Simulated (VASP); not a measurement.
Y2HfF: relaxation of cell and atoms with PBE

Crystal: Y2HfF.

```
Y Hf F
1.0
    -2.19377    2.19377    4.10045
     2.19377   -2.19377    4.10045
     2.19377    2.19377   -4.10045
Y Hf F
2 1 1
Direct
  0.75000 0.25000 0.50000
  0.25000 0.75000 0.50000
  0.00000 0.00000 0.00000
  0.50000 0.50000 0.00000
```

The cell was generated, and may not be a known phase.

```json
{"Program": "VASP 6.6.1", "Task": "relaxation of cell and atoms", "Functional": "PBE", "Potentials or basis": "VASP PAW PBE potentials, release 64 (Y_sv, Hf_pv, F)", "Cutoff": "600 eV", "k mesh": "6 × 6 × 6", "Occupations": "gaussian, width 0.1 eV", "Spin": "no spin polarisation", "Dipole correction": "no", "Further INCAR settings": "ALGO = Normal; EDIFF = 1e-06; IBRION = 2; EDIFFG = -0.04; NSW = 90; ISIF = 3"}
```

* Relaxed volume: 24.62 Å³/atom
* Relaxed cell: a = 5.539 Å, b = 5.539 Å, c = 5.539 Å, α = 129.56°, β = 129.56°, γ = 74.10°
* Space group after relaxing (to 0.1 Å): I4/mmm (No. 139)
* Energy gained by relaxing: 189.3 meV/atom
* Ionic steps: 3
* Pressure after relaxing: 0.0 GPa
* Band gap on the k mesh: zero (an odd number of electrons rules out a gap without spin polarisation)

Stress tensor (GPa, compression positive):
```
 0.07  0.00  0.00
 0.00  0.07  0.00
 0.00  0.00 -0.01
```

The path:
```
step  energy change (eV)  largest force (eV/Å)  pressure (GPa)  volume (Å³)
   1              0.0000                0.0000           14.37        78.94
   2             -0.7498                0.0000           -1.00       100.93
   3             -0.7571                0.0000            0.05        98.49
```

Final structure:
```
Y Hf F
1.0
    -2.36005    2.36005    4.42084
     2.36005   -2.36005    4.42084
     2.36005    2.36005   -4.42084
Y Hf F
2 1 1
Direct
  0.75000 0.25000 0.50000
  0.25000 0.75000 0.50000
  0.00000 0.00000 0.00000
  0.50000 0.50000 0.00000
```

Levels at points of the mesh, in eV from the Fermi level:
| k point | band 16 | band 17 | band 18 | band 19 | band 20 | band 21 | band 22 | band 23 |
| --- | --- | --- | --- | --- | --- | --- | --- | --- |
| (0.00, 0.00, 0.00) | -4.51 | -1.46 | -0.72 | -0.58 | 0.26 | 0.51 | 0.51 | 1.01 |
| (0.50, 0.00, 0.00) | -2.21 | -0.85 | -0.33 | -0.22 | 0.12 | 0.36 | 0.90 | 1.00 |
| (0.50, 0.50, 0.00) | -2.27 | -1.53 | -0.44 | -0.09 | 0.50 | 0.68 | 0.92 | 1.19 |
| (0.50, 0.50, 0.50) | -2.72 | -1.73 | -1.19 | -1.15 | -0.66 | -0.66 | 0.01 | 1.60 |

Run time: 2.5 min on 1 thread of Intel(R) Xeon(R) 6975P-C (Granite Rapids) (shared host), peak memory 0.32 GiB.

Caveat: the volume moved by over 15 % at a fixed basis, so the end points are rough; spin-orbit coupling is left out, which moves the levels of the heavy elements.
